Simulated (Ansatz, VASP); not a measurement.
Ga3Se: VASP beside Ansatz

The input INCAR:

```
SYSTEM = Ga3Se
PREC = Accurate
ENCUT = 520
EDIFF = 1E-6
ISMEAR = 0
SIGMA = 0.15
LREAL = .False.
LASPH = .True.
NELM = 100
ALGO = Fast
ISIF = 2
LWAVE = .False.
LCHARG = .True.
GGA = PE
IVDW = 12
LELF = .True.
LVHAR = .True.
NBANDS = 55
```

The input KPOINTS:

```
Automatic mesh
0
Gamma
  12 12 6
  0 0 0
```

File POSCAR:

```
Ga3Se
1.0
    4.3236103157      0.0000000000      0.0000000000
    0.0000000000      4.3236103157      0.0000000000
    0.0000000000      0.0000000000      8.6472206315
Ga Se
6 2
Direct
    0.0000000000      0.5000000000      0.2500000000
    0.0000000000      0.5000000000      0.7500000000
    0.5000000000      0.0000000000      0.2500000000
    0.5000000000      0.0000000000      0.7500000000
    0.5367977255      0.5367977255      0.0000000000
    0.4632022745      0.4632022745      0.5000000000
    0.0232171505      0.0232171505      0.0000000000
   -0.0232171505     -0.0232171505      0.5000000000
```

Input for Ansatz:

```yaml
crystal:
  lattice:
    - [4.3236103157, 0.0, 0.0]
    - [0.0, 4.3236103157, 0.0]
    - [0.0, 0.0, 8.6472206315]
  atoms:
    - { symbol: Ga, position: [0.0, 0.5, 0.25] }
    - { symbol: Ga, position: [0.0, 0.5, 0.75] }
    - { symbol: Ga, position: [0.5, 0.0, 0.25] }
    - { symbol: Ga, position: [0.5, 0.0, 0.75] }
    - { symbol: Ga, position: [0.5367977255, 0.5367977255, 0.0] }
    - { symbol: Ga, position: [0.4632022745, 0.4632022745, 0.5] }
    - { symbol: Se, position: [0.0232171505, 0.0232171505, 0.0] }
    - { symbol: Se, position: [-0.0232171505, -0.0232171505, 0.5] }
basis:
  ecutwfc: 420
kpoints:
  mp_grid: { grid: [12, 12, 6] }
hamiltonian:
  xc: pbe
  dispersion: d3bj
scf:
  occupations: { method: gaussian, width: 0.15 }
output:
  forces: true
  stress: true
  eigenvalues: true
  write_density: true
  write_potential: true
  elf: true
  volumetric_format: npy
```

Change from the starting cell: mode 9 (46.6 1/cm) frozen in, largest displacement +0.225 Å.

Alike in both runs: task single point; functional PBE; dispersion D3(BJ); k mesh 12 × 12 × 6; occupations gaussian, width 0.15 eV; no spin polarisation.

```csv
,VASP,Ansatz
version,VASP 6.6.1,Ansatz 0.2.0
potentials or method,"VASP PAW PBE potentials, release 64 (Ga_d, Se), cutoff 520 eV","scalar-relativistic, plane waves, PAW"
valence electrons in the cell,90,110
```

Ansatz gave:

| Item | Value |
| --- | --- |
| gap on the k mesh at the Fermi level (eV) | none |
| pressure (GPa) | 0.2 |
| traceless stress, the component that is largest in VASP (GPa) | 0.24 |
| rms of the force components (eV/Å) | 0.039 |

Q: Which values does VASP return?

A: gap on the k mesh at the Fermi level (eV): none; pressure (GPa): 0.2; traceless stress, the component that is largest in VASP (GPa): 0.24; rms of the force components (eV/Å): 0.040.

Atom by atom the forces differ by 0.001 eV/Å (rms over components). A gap of «none» marks a metal or a gap that the smearing closes. VASP's potentials hold 90 valence electrons a cell and Ansatz's 110, so a difference there can come from the potentials and not from the codes.
